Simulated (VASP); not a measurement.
The system is Eu.

```
Eu
1.0
    -2.25599    2.25599    2.25599
     2.25599   -2.25599    2.25599
     2.25599    2.25599   -2.25599
Eu
1
Direct
  0.00000 0.00000 0.00000
```

Base run:

- Program: VASP 6.6.1
- Functional: r2SCAN
- Potentials or basis: VASP PAW PBE potentials, release 64 (Eu)
- Cutoff: 520 eV
- k mesh: 8 × 8 × 8
- Occupations: fermi-dirac, width 0.05 eV
- Spin: collinear spin, ferromagnetic start
- Starting moments: [7.0] μB

Its results: pressure -0.9 GPa; net moment 7.77 μB per cell; site moments Eu +6.71 μB.

The run is repeated on the same cell with these changes: functional from r2SCAN to LDA; further incar settings from ALGO = Normal; EDIFF = 1e-06; NBANDS = 18 to ALGO = Normal; EDIFF = 1e-07; NBANDS = 18. What comes out?

Pressure -3.6 GPa; net moment 7.21 μB per cell; site moments Eu +6.69 μB.

Caveats: the PAW data sets were made with another functional, which shifts forces and pressure a little; the cell stands under tension (at least some runs).
